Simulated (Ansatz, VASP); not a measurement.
## Two plane-wave programs on MgPtS3

```xyz
5
Lattice="3.9242 0.0000 0.0000 -1.9621 3.3984 0.0000 0.0000 0.0000 8.1422" Properties=species:S:1:pos:R:3 pbc="T T T"
Mg    0.0000    0.0000    0.0000
Pt    0.0000    2.2656    4.0711
S     0.0000    0.0000    2.9328
S     0.0000    0.0000    5.2094
S     1.9621    1.1328    0.0000
```

Alike in both runs: functional PBE; k mesh 3 × 3 × 2; occupations gaussian, width 0.15 eV; no spin polarisation.

Ansatz relaxed the structure, and its values are those at the end. VASP's run is a single point on that final structure, the one shown.

```csv
,VASP,Ansatz
version,VASP 6.6.1,Ansatz 0.2.0
potentials or method,"VASP PAW PBE potentials, release 64 (Mg, Pt, S), cutoff 600 eV","scalar-relativistic, plane waves, PAW"
valence electrons in the cell,30,46
```

```tsv
	VASP	Ansatz	Ansatz less VASP
gap on the k mesh at the Fermi level (eV)	none	none	-
pressure (GPa)	-0.1	0.1	+0.18
rms of the force components (eV/Å)	0.051	0.022	-0.0291
```

A gap of «none» marks a metal or a gap that the smearing closes. VASP's potentials hold 30 valence electrons a cell and Ansatz's 46, so a difference there can come from the potentials and not from the codes.

The k mesh is coarse, so the values compare programs but aren't converged. Neither program's run includes spin-orbit coupling.
